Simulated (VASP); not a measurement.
# MgO (P6_3mc) in VASP: relaxation of shape and atoms at fixed volume with PBE

Aim: the relaxation of shape and atoms at fixed volume of MgO with PBE.

All numbers are computed with VASP 6.6.1; they aren't measurements. Logs are shortened: lines on timing, memory, paths and dates and some standing lists are left out, and cuts for length are marked.

**1. The cell of the first run**

The structure is hexagonal, space group P6_3mc (No. 186). Conventional cell: a = 3.407 Å, b = 3.407 Å, c = 5.332 Å, α = 90.00°, β = 90.00°, γ = 120.00°. Mg (site symmetry 3m) has 4 O at 2.06 to 2.07 Å within 2.7 Å. Within 2.7 Å of O (site symmetry 3m) lie 4 Mg at 2.06 to 2.07 Å.

**2. Relaxation of shape and atoms at fixed volume, PBE (13.40 Å³/atom)**

INCAR reads:

```
SYSTEM = MgO
PREC     = Accurate       ! precision mode
ENCUT    = 600            ! plane-wave cutoff, eV
EDIFF    = 1E-6           ! SCF threshold, eV
ISMEAR   = 0              ! smearing method
SIGMA    = 0.02           ! smearing width, eV
LREAL    = .FALSE.        ! projectors in reciprocal space
LASPH    = .TRUE.         ! aspherical terms in the spheres
NELM     = 80             ! most SCF steps
ALGO     = Normal         ! electronic algorithm
ISIF     = 4              ! what is computed and relaxed
LWAVE    = .FALSE.        ! write WAVECAR
LCHARG   = .FALSE.        ! write CHGCAR
GGA      = PE             ! functional
IBRION   = 2              ! ionic algorithm
NSW      = 50             ! ionic steps
EDIFFG   = -0.01          ! ionic threshold
```

KPOINTS reads:

```
regular mesh
0
G
  12 12 6
  0 0 0
```

POSCAR reads:

```
MgO
1.0
    3.4066255155      0.0000000000      0.0000000000
   -1.7033127577      2.9502242376      0.0000000000
    0.0000000000      0.0000000000      5.3315315906
Mg O
2 2
Direct
    0.3333333333      0.6666666667      0.0082937579
    0.6666666667      0.3333333333      0.5082937579
    0.3333333333      0.6666666667      0.3963062321
    0.6666666667      0.3333333333      0.8963062321
```

Potentials or basis: VASP PAW PBE potentials, release 64 (Mg, O).

Launch:

```bash
> cat potpaw_PBE.64/Mg/POTCAR potpaw_PBE.64/O/POTCAR > POTCAR
> mpirun -np 1 vasp_std > vasp.out
```

OUTCAR:

```text
SYSTEM = MgO
   PREC = Accurate
   ENCUT = 600
   EDIFF = 1E-6
   ISMEAR = 0
   LREAL = .FALSE.
   LASPH = .TRUE.
   NELM = 80
   ISIF = 4
   GGA = PE
   IBRION = 2
   NSW = 50
   EDIFFG = -0.01

 ion  position               nearest neighbor table
   1  0.333  0.667  0.008-   4 2.06   4 2.06   4 2.06   3 2.07   2 3.31   2 3.31   2 3.31   2 3.31
                             2 3.31   2 3.31
   2  0.667  0.333  0.508-   3 2.06   3 2.06   3 2.06   4 2.07   1 3.31   1 3.31   1 3.31   1 3.31
                             1 3.31   1 3.31
   3  0.333  0.667  0.396-   2 2.06   2 2.06   2 2.06   1 2.07
   4  0.667  0.333  0.896-   1 2.06   1 2.06   1 2.06   2 2.07

  LATTYP: Found a hexagonal cell.
 ALAT       =     3.4066255155
 C/A-ratio  =     1.5650477478

  Lattice vectors:

 A1 = (   3.4066255155,   0.0000000000,   0.0000000000)
 A2 = (  -1.7033127577,   2.9502242376,   0.0000000000)
 A3 = (   0.0000000000,   0.0000000000,   5.3315315906)

Analysis of symmetry for initial positions (statically):
=====================================================================
 Subroutine PRICEL returns:
 Original cell was already a primitive cell.

 Routine SETGRP: Setting up the symmetry group for a
 hexagonal supercell.

 Subroutine GETGRP returns: Found 12 space group operations
 (whereof  6 operations were pure point group operations)
 out of a pool of 24 trial point group operations.

The static configuration has the point symmetry C_3v.
 The point group associated with its full space group is C_6v.

Analysis of symmetry for dynamics (positions and initial velocities):
=====================================================================
 Subroutine PRICEL returns:
 Original cell was already a primitive cell.

 Routine SETGRP: Setting up the symmetry group for a
 hexagonal supercell.

 Subroutine GETGRP returns: Found 12 space group operations
 (whereof  6 operations were pure point group operations)
 out of a pool of 24 trial point group operations.

The dynamic configuration has the point symmetry C_3v.
 The point group associated with its full space group is C_6v.

 Subroutine INISYM returns: Found 12 space group operations
 (whereof  6 operations are pure point group operations),
 and found     1 'primitive' translations

----------------------------------------------------------------------------------------

                                     Primitive cell

  volume of cell :      53.5835

  direct lattice vectors                    reciprocal lattice vectors
     3.406625516  0.000000000  0.000000000     0.293545620  0.169478643  0.000000000
    -1.703312758  2.950224238  0.000000000     0.000000000  0.338957286  0.000000000
     0.000000000  0.000000000  5.331531591     0.000000000  0.000000000  0.187563364

  length of vectors
     3.406625516  3.406625515  5.331531591     0.338957286  0.338957286  0.187563364

  position of ions in fractional coordinates (direct lattice)
     0.333333333  0.666666667  0.008293758
     0.666666667  0.333333333  0.508293758
     0.333333333  0.666666667  0.396306232
     0.666666667  0.333333333  0.896306232

  ion indices of the primitive-cell ions
   primitive index   ion index
                 1           1
                 2           2
                 3           3
                 4           4

----------------------------------------------------------------------------------------

 KPOINTS: regular mesh

Automatic generation of k-mesh.
 Grid dimensions read from file:
 generate k-points for:   12   12    6

 Generating k-lattice:

  Cartesian coordinates                     Fractional coordinates (reciprocal lattice)
     0.024462135  0.014123220  0.000000000     0.083333333  0.000000000  0.000000000
     0.000000000  0.028246440  0.000000000     0.000000000  0.083333333  0.000000000
     0.000000000  0.000000000  0.031260561     0.000000000  0.000000000  0.166666667

  Length of vectors
     0.028246440  0.028246440  0.031260561

  Shift w.r.t. Gamma in fractional coordinates (k-lattice)
     0.000000000  0.000000000  0.000000000

 Subroutine IBZKPT returns following result:
 ===========================================

 Found     76 irreducible k-points:

 Following reciprocal coordinates:
            Coordinates               Weight
  0.000000  0.000000  0.000000      1.000000
  0.083333 -0.000000  0.000000      6.000000
  0.166667  0.000000  0.000000      6.000000
  0.250000 -0.000000  0.000000      6.000000
  0.333333  0.000000  0.000000      6.000000
  0.416667 -0.000000  0.000000      6.000000
[... 16 lines left out ...]
  0.250000 -0.000000  0.166667     12.000000
  0.333333  0.000000  0.166667     12.000000
 [... further k-points ...]
   k-points           NKPTS =     76   k-points in BZ     NKDIM =     76   number of bands    NBANDS=     12
   number of dos      NEDOS =    301   number of ions     NIONS =      4
   total plane-waves  NPLWV =  37632
   dimension x,y,z NGX =    28 NGY =   28 NGZ =   48
   dimension x,y,z NGXF=    56 NGYF=   56 NGZF=   96
   ions per type =               2   2
   NGX,Y,Z   is equivalent  to a cutoff of  13.66, 13.66, 14.97 a.u.
   NGXF,Y,Z  is equivalent  to a cutoff of  27.33, 27.33, 29.93 a.u.
 SYSTEM =  MgO
   PREC   = accura    normal or accurate (medium, high low for compatibility)
   ISTART =      0    job   : 0-new  1-cont  2-samecut
   ICHARG =      2    charge: 1-file 2-atom 10-const
   ISPIN  =      1    spin polarized calculation?
   LNONCOLLINEAR =      F non collinear calculations
   LSORBIT =      F    spin-orbit coupling
   LASPH  =      T    aspherical Exc in radial PAW
   ENCUT  =  600.0 eV  44.10 Ry    6.64 a.u.   6.80  6.80 10.65*2*pi/ulx,y,z
   NELM   =     80;   NELMIN=  2; NELMDL= -5     # of ELM steps
   EDIFF  = 0.1E-05   stopping-criterion for ELM
   LREAL  =      F    real-space projection
   EDIFFG = -.1E-01   stopping-criterion for IOM
   NSW    =     50    number of steps for IOM
   IBRION =      2    ionic relax: 0-MD 1-quasi-New 2-CG
   NFREE  =      1    steps in history (QN), initial steepest desc. (CG)
   ISIF   =      4    stress and relaxation
   ISYM   =      2    0-nonsym 1-usesym 2-fastsym
   POTIM  = 0.5000    time-step for ionic-motion
   TEBEG  =    0.0;   TEEND  =   0.0 temperature during run
   PSTRESS=    0.0 pullay stress
   NELECT =      16.0000    total number of electrons
   NUPDOWN=      -1.0000    fix difference up-down
   EMIN   =  10.00;   EMAX   =-10.00  energy-range for DOS
   EFERMI =   0.00;   METHOD = LEGACY
   ISMEAR =     0;   SIGMA  =   0.02  broadening in eV -4-tet -1-fermi 0-gaus
   EFERMI_NEDOS =   21; number of points for ismear=-14 and -15
   IALGO  =     38    algorithm
   IMIX   =      4    mixing-type and parameters
     AMIX     =   0.40;   BMIX     =  1.00
     AMIX_MAG =   1.60;   BMIX_MAG =  1.00
  volume/ion in A,a.u.               =      13.40        90.40
  Fermi-wavevector in a.u.,A,eV,Ry     =   1.094219  2.067775 16.290470  1.197316
  Thomas-Fermi vector in A             =   2.230520
   LORBIT       =      0    0 simple, 1 ext, 2 COOP (PROOUT), +10 PAW based schemes
   GGA     = PE    functional components
   LHFCALC =     F    Hartree Fock is set to
   AEXX    =    0.0000 exact exchange contribution
   IVDW    =     0    specifies the selected vdW correction
   LEPSILON=     F    determine dielectric tensor
   LRPA    =     F    only Hartree local field effects (RPA)
 conjugate gradient relaxation of ions
 non-spin polarized calculation
 Gauss-broadening in eV      SIGMA  =   0.02
  energy-cutoff  :      600.00
  volume of cell :       53.58
 maximum number of plane-waves:      1818
 NGX is ok and might be reduce to    28
   NGX = 13   NGY = 13   NGZ = 21

--------------------------------------- Ionic step        1  -------------------------------------------

 number of electron      16.0000003 magnetization

 Free energy of the ion-electron system (eV)
  ---------------------------------------------------
  ext. energy  EPLUGINS =         0.00000000
  ---------------------------------------------------
  free energy    TOTEN  =       -23.38729206 eV

  energy without entropy =      -23.38729206  energy(sigma->0) =      -23.38729206

------------------------ aborting loop because EDIFF is reached ----------------------------------------

  FORCE on cell =-STRESS in cart. coord.  units (eV):
  Direction    XX          YY          ZZ          XY          YZ          ZX
  --------------------------------------------------------------------------------------
  -------------------------------------------------------------------------------------
  Total       -3.1804863     -3.1804863     -3.0852677     -0.0000000      0.0000000      0.0000000
  in kB      -95.0982896    -95.0982896    -92.2512009     -0.0000000      0.0000000      0.0000000
  external PRESSURE =     -94.1492600 kB  Pullay stress =       0.0000000 kB
[... 61 lines left out ...]
  energy  without entropy=      -23.3874563751  energy(sigma->0) =      -23.38745638

--------------------------------------- Ionic step        3  -------------------------------------------

 number of electron      16.0000003 magnetization

 Free energy of the ion-electron system (eV)
  ---------------------------------------------------
  ext. energy  EPLUGINS =         0.00000000
  ---------------------------------------------------
  free energy    TOTEN  =       -23.38771836 eV

  energy without entropy =      -23.38771836  energy(sigma->0) =      -23.38771836

 E-fermi :   0.5146     XC(G=0):  -9.2086

 val. band max:        0.3453272740   @ k =   0.0000   0.0000   0.0000
 cond. band min:       3.3151533252   @ k =   0.0000   0.0000   0.0000
 fundamental gap:      2.9698260512
 Fermi energy:         0.5146469857

 k-point     1 :       0.0000    0.0000    0.0000
  band No.  band energies     occupation
      1     -15.3900      2.00000
      2     -14.8260      2.00000
      3      -2.4885      2.00000
      4      -0.1004      2.00000
      5      -0.1004      2.00000
      6       0.1545      2.00000
      7       0.1545      2.00000
      8       0.3453      2.00000
      9       3.3152      0.00000
     10       8.0713      0.00000
     11       9.5889      0.00000
     12      14.0065      0.00000
[... 331 lines left out ...]
 k-point    24 :       0.3333    0.0000    0.1667
  band No.  band energies     occupation
      1     -15.0236      2.00000
      2     -14.7439      2.00000
      3      -1.9954      2.00000
      4      -1.6184      2.00000
      5      -1.0860      2.00000
      6      -0.4503      2.00000
      7       0.0198      2.00000
      8       0.0327      2.00000
      9       6.3535      0.00000
     10       8.2605      0.00000
     11       9.8144      0.00000
     12      10.7939      0.00000

 [... further k-points ...]

------------------------ aborting loop because EDIFF is reached ----------------------------------------

  FORCE on cell =-STRESS in cart. coord.  units (eV):
  Direction    XX          YY          ZZ          XY          YZ          ZX
  --------------------------------------------------------------------------------------
  -------------------------------------------------------------------------------------
  Total       -3.1554238     -3.1554238     -3.1273719     -0.0000000     -0.0000000     -0.0000000
  in kB      -94.3489058    -94.3489058    -93.5101388     -0.0000000     -0.0000000     -0.0000000
  external PRESSURE =     -94.0693168 kB  Pullay stress =       0.0000000 kB
[... 19 lines left out ...]
  FREE ENERGIE OF THE ION-ELECTRON SYSTEM (eV)
  ---------------------------------------------------
  free  energy   TOTEN  =       -23.3877183574 eV

  energy  without entropy=      -23.3877183574  energy(sigma->0) =      -23.38771836

 reached required accuracy - stopping structural energy minimisation
```

Wall time 37 s (1 thread of Intel Xeon 6975P-C (Granite Rapids), shared host); peak memory 0.23 GiB.

What came out:

```yaml
Free_energy: -23.3877 eV
Energy_gained_by_relaxing: 0.1 meV/atom
Ionic_steps: 3
Pressure_after_relaxing: -9.4 GPa
Band_gap_on_the_k_mesh: 2.97 eV
```

Stress tensor (GPa, compression positive):
```
-9.43  0.00  0.00
 0.00 -9.43  0.00
 0.00  0.00 -9.35
```

The path:
```csv
step,energy change (eV),largest force (eV/Å),pressure (GPa),volume (Å³)
1,0.0000,0.0239,-9.41,53.58
2,-0.0002,0.0182,-9.44,53.58
3,-0.0004,0.0019,-9.41,53.58
```

Final structure:
```xyz
4
Lattice="3.4014 0.0000 0.0000 -1.7007 2.9457 0.0000 0.0000 0.0000 5.3479" Properties=species:S:1:pos:R:3 pbc="T T T"
Mg    0.0000    1.9638    0.0490
Mg    1.7007    0.9819    2.7229
O     0.0000    1.9638    2.1148
O     1.7007    0.9819    4.7887
```

Levels at points of the mesh, in eV from the valence-band top:
| k point | band 6 | band 7 | band 8 | band 9 | band 10 | band 11 |
| --- | --- | --- | --- | --- | --- | --- |
| (0.00, 0.00, 0.00) | -0.19 | -0.19 | 0.00 | 2.97 | 7.73 | 9.24 |
| (0.50, 0.00, 0.00) | -0.93 | -0.64 | -0.33 | 7.47 | 7.48 | 8.50 |
| (0.00, 0.00, 0.50) | -0.32 | -0.32 | -0.32 | 5.30 | 5.30 | 12.02 |
| (0.50, 0.00, 0.50) | -0.65 | -0.58 | -0.58 | 6.97 | 6.97 | 9.96 |
